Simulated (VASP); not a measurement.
Al: single point with r2SCAN

Al:

```
Al
1.0
     2.81246    0.00000    0.00000
    -1.40623    2.43566    0.00000
     0.00000    0.00000    4.86685
Al
2
Direct
  0.66667 0.33333 0.75000
  0.33333 0.66667 0.25000
```

- Program: VASP 6.6.1
- Task: single point
- Functional: r2SCAN
- Potentials or basis: VASP PAW PBE potentials, release 64 (Al)
- Cutoff: 520 eV
- k mesh: 18 × 18 × 10
- Occupations: gaussian, width 0.15 eV
- Spin: no spin polarisation

```
Pressure               : -3.3 GPa
Band gap on the k mesh : zero (band 3 reaches 11.81 eV, above the bottom of band 4 at 4.71 eV)
```

Stress tensor (GPa, compression positive):
```
-2.40  0.00  0.00
 0.00 -2.40  0.00
 0.00  0.00 -4.96
```

Levels at points of the mesh, in eV from the Fermi level:
```tsv
k point	band 1	band 2	band 3	band 4	band 5	band 6	band 7
(0.00, 0.00, 0.00)	-11.77	-5.27	-5.25	11.79	12.25	12.25	12.36
(0.50, 0.00, 0.00)	-5.32	-5.29	0.62	0.73	1.40	1.57	6.71
(0.00, 0.00, 0.50)	-10.12	-10.12	2.55	2.55	13.22	13.22	13.22
(0.50, 0.00, 0.50)	-4.12	-4.12	-3.20	-3.20	7.79	7.79	8.12
```

Wall time 65 s on 1 thread of Intel(R) Xeon(R) 6975P-C (Granite Rapids), with other jobs on the host, peak memory 0.19 GiB.

Caveat: the PAW data sets were made with another functional, which shifts forces and pressure a little.
